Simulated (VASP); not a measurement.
Set up this calculation in VASP 6.6.1, as the native input.

```
Task                   : single point
Functional             : LDA
Potentials or basis    : VASP PAW LDA potentials, release 64 (Ti_sv, O)
Cutoff                 : 520 eV
k mesh                 : 7 × 7 × 4
Occupations            : methfessel-paxton, width 0.1 eV
Spin                   : no spin polarisation
Dipole correction      : no
Further INCAR settings : ALGO = Normal; EDIFF = 1e-06; NBANDS = 22
```

The structure of Ti2O lies in POSCAR:

```
Ti2O
1.0
    2.9194000000      0.0000000000      0.0000000000
   -1.4597000000      2.5282750000      0.0000000000
    0.0000000000      0.0000000000      4.7130000000
Ti O
2 1
Direct
    0.6620923247      0.3333196172      0.2638221230
    0.3263698356      0.6701645369      0.7391498086
   -0.0060526914      0.0028382834      0.0009242654
```

These files were run (other wordings do the same):

INCAR

```
SYSTEM = Ti2O
ALGO = Normal ; EDIFF = 1E-6
ENCUT = 520 ; GGA = CA
ISIF = 2 ; ISMEAR = 1
LASPH = .True. ; LCHARG = .False.
LREAL = .False. ; LWAVE = .False.
NBANDS = 22 ; NELM = 60
PREC = Accurate ; SIGMA = 0.1
```

KPOINTS

```
k-points
0
Gamma
  7 7 4
  0 0 0
```

Potentials or basis: VASP PAW LDA potentials, release 64 (Ti_sv, O).

Launch:

```console
$ cat potpaw_LDA.64/Ti_sv/POTCAR potpaw_LDA.64/O/POTCAR > POTCAR
$ mpirun -np 1 vasp_std > vasp.out
```

Results of the run:

The pressure is 0.0 GPa. The largest force is 0.104 eV/Å. The band gap on the k mesh is zero (bands 15 and 16 overlap by 0.52 eV).

Wall time 100 s on 1 thread of Intel Xeon 8259CL, with other jobs on the host, peak memory 0.19 GiB.
